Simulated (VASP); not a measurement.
Write the native input for VASP 6.6.1 that does the following.

* Task: single point
* Functional: r2SCAN
* Potentials or basis: VASP PAW PBE potentials, release 64 (Hf_pv, O)
* Cutoff: 520 eV
* k mesh: 6 × 6 × 8
* Occupations: gaussian, width 0.05 eV
* Spin: no spin polarisation
* Dipole correction: no
* Further INCAR settings: ALGO = Normal; EDIFF = 1e-06; NBANDS = 31

HfO2:

```xyz
6
Lattice="4.8382 0.0000 0.0000 0.0000 4.8382 0.0000 0.0000 0.0000 3.2203" Properties=species:S:1:pos:R:3 pbc="T T T"
Hf    0.0000    0.0000   -0.2000
Hf    2.4191    2.4191    1.8102
O     0.9431    3.8951    1.5399
O     1.4760    1.4760    0.0702
O     3.3622    3.3622    0.0702
O     3.8951    0.9431    1.5399
```

This cell differs from its parent crystal: atoms displaced along a vibrational mode.

One way to write it, as run:

POSCAR

```
HfO2
1.0
    4.8382036345      0.0000000000      0.0000000000
    0.0000000000      4.8382036345      0.0000000000
    0.0000000000      0.0000000000      3.2203479159
Hf O
2 4
Direct
    0.0000000000      0.0000000000     -0.0621050909
    0.5000000000      0.5000000000      0.5621050909
    0.1949191830      0.8050808170      0.4781867070
    0.3050808170      0.3050808170      0.0218132930
    0.6949191830      0.6949191830      0.0218132930
    0.8050808170      0.1949191830      0.4781867070
```

INCAR.step1

```
SYSTEM = HfO2
ALGO = Normal ; EDIFF = 1E-4
ENCUT = 520 ; GGA = PE
ISMEAR = 0 ; LASPH = .TRUE.
LCHARG = .FALSE. ; LREAL = .FALSE.
LWAVE = .TRUE. ; NBANDS = 31
NELM = 80 ; PREC = Accurate
SIGMA = 0.05
```

INCAR.step2

```
SYSTEM = HfO2
ALGO = Normal ; EDIFF = 1E-6
ENCUT = 520 ; ISIF = 2
ISMEAR = 0 ; ISTART = 1
LASPH = .TRUE. ; LCHARG = .TRUE.
LELF = .TRUE. ; LMIXTAU = .TRUE.
LREAL = .FALSE. ; LVHAR = .TRUE.
LWAVE = .FALSE. ; METAGGA = R2SCAN
NBANDS = 31 ; NELM = 80
PREC = Accurate ; SIGMA = 0.05
```

KPOINTS

```
k-points
0
G
  6 6 8
  0 0 0
```

Potentials or basis: VASP PAW PBE potentials, release 64 (Hf_pv, O).

The run is started by

```bash
$ cat potpaw_PBE.64/Hf_pv/POTCAR potpaw_PBE.64/O/POTCAR > POTCAR
$ cp INCAR.step1 INCAR
$ mpirun -np 1 vasp_std > vasp.out
$ cp INCAR.step2 INCAR
$ mpirun -np 1 vasp_std > vasp.out
```

It gave:

```json
{
  "Pressure": "-1.8 GPa",
  "Largest force": "1.413 eV/Å",
  "Band gap on the k mesh": "4.70 eV"
}
```

Caveat: the cell differs from its parent crystal (atoms displaced along a vibrational mode); the PAW data sets were made with another functional, which shifts forces and pressure a little; spin-orbit coupling is left out, which moves the levels of the heavy elements.

It took 4 min on 1 thread of AMD EPYC 9R14 (Zen 4), with other jobs on the host, peak memory 0.21 GiB.
